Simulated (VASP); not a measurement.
Write the native input for VASP 6.6.1 that does the following.

* Task: relaxation of cell and atoms
* Functional: PBE
* Potentials or basis: VASP PAW PBE potentials, release 64 (C)
* Cutoff: 600 eV
* k mesh: 24 × 24 × 24
* Occupations: fermi-dirac, width 0.08 eV
* Spin: no spin polarisation
* Target pressure: 49 GPa
* Dipole correction: no
* Further INCAR settings: ALGO = Normal; EDIFF = 1e-07; IBRION = 2; EDIFFG = -0.005; NSW = 32; ISIF = 3

The structure of C lies in POSCAR:

```
C
1.0
   -1.1170263253      1.1170263253      1.1170263253
    1.1170263253     -1.1170263253      1.1170263253
    1.1170263253      1.1170263253     -1.1170263253
C
1
Direct
    0.0000000000      0.0000000000      0.0000000000
```

The input as run:

INCAR

```
PREC     = Accurate       # precision mode
ENCUT    = 600            # plane-wave cutoff, eV
EDIFF    = 1E-7           # SCF threshold, eV
ISMEAR   = -1             # smearing method
SIGMA    = 0.08           # smearing width, eV
LREAL    = F              # projectors in reciprocal space
LASPH    = T              # aspherical terms in the spheres
NELM     = 60             # most SCF steps
ALGO     = Normal         # electronic algorithm
ISIF     = 3              # what is computed and relaxed
LWAVE    = F              # write WAVECAR
LCHARG   = F              # write CHGCAR
GGA      = PE             # functional
IBRION   = 2              # ionic algorithm
NSW      = 32             # ionic steps
EDIFFG   = -0.005         # ionic threshold
PSTRESS  = 490.0
```

KPOINTS

```
Automatic mesh
0
Gamma
  24 24 24
```

Potentials or basis: VASP PAW PBE potentials, release 64 (C).

Run with:

```console
$ cat potpaw_PBE.64/C/POTCAR > POTCAR
$ mpirun -np 1 vasp_std > vasp.out
```

It gave:

| Property | Result |
| --- | --- |
| Pressure after relaxing | 48.9 GPa |
| Band gap on the k mesh | zero (bands 2 and 3 overlap by 16.29 eV) |

Caveat: the cell is relaxed towards a set pressure, so the run minimises the enthalpy, not the energy.

Wall time 14 s on 1 thread of AMD EPYC 7R13, on a shared host, peak memory 0.09 GiB.
